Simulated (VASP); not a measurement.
**Se: single point with PBEsol**

The system is Se.

```
Se
1.0
    -1.68680    1.68680    1.68680
     1.68680   -1.68680    1.68680
     1.68680    1.68680   -1.68680
Se
1
Cartesian
  0.0000 0.0000 0.0000
```

| Property | Result |
| --- | --- |
| Program | VASP 6.6.1 |
| Task | single point |
| Functional | PBEsol |
| Potentials or basis | VASP PAW PBE potentials, release 64 (Se) |
| Cutoff | 500 eV |
| k mesh | 10 × 10 × 10 |
| Occupations | fermi-dirac, width 0.05 eV |
| Spin | no spin polarisation |

| Item | Value |
| --- | --- |
| Pressure | 0.1 GPa |
| Band gap on the k mesh | zero (band 3 reaches 9.38 eV, above the bottom of band 4 at 2.66 eV) |

Levels at points of the mesh, in eV from the Fermi level:
```tsv
k point	band 1	band 2	band 3	band 4	band 5	band 6
(0.00, 0.00, 0.00)	-16.55	3.39	3.39	3.39	11.92	12.64
(0.50, 0.00, 0.00)	-12.75	-7.03	0.18	2.41	7.00	8.35
(0.50, 0.50, 0.50)	-10.09	-3.34	-3.34	-3.34	3.85	3.85
```

Wall time 4.6 s on 1 thread of Intel(R) Xeon(R) Platinum 8559C (Emerald Rapids) (shared host), peak memory 0.13 GiB.

Caveat: the PAW data sets were made with another functional, which shifts forces and pressure a little.
